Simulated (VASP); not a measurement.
MgB, 4 atoms in the cell. The structure is hexagonal, space group P6_3/mmc (No. 194). The conventional cell has a = 4.182 Å, b = 4.182 Å, c = 4.632 Å, α = 90.00°, β = 90.00°, γ = 120.00°. Within 3.1 Å of Mg (site symmetry -6m2) lie 5 B at 2.32 to 2.41 Å. B (site symmetry -6m2) has 5 Mg at 2.32 to 2.41 Å within 3.1 Å. 

* Program: VASP 6.6.1
* Task: relaxation of cell and atoms
* Functional: PBE
* Potentials or basis: VASP PAW PBE potentials, release 64 (Mg, B)
* Cutoff: 600 eV
* k mesh: 12 × 12 × 10
* Occupations: gaussian, width 0.1 eV
* Spin: no spin polarisation
* Dipole correction: no
* Further INCAR settings: ALGO = Normal; EDIFF = 1e-07; IBRION = 2; EDIFFG = -0.01; NSW = 100; ISIF = 3

Potentials or basis: VASP PAW PBE potentials, release 64 (Mg, B).

Command:

```bash
$ cat potpaw_PBE.64/Mg/POTCAR potpaw_PBE.64/B/POTCAR > POTCAR
$ mpirun -np 1 vasp_std > vasp.out
```

Hardware: 1 thread of Intel Xeon 8259CL, on a shared host.

How long does it take, and how much memory?

It took 2.3 min on 1 thread of Intel Xeon 8259CL, on a shared host, peak memory 0.29 GiB. Counts: scf iterations 18, k points 114, ion steps 2.
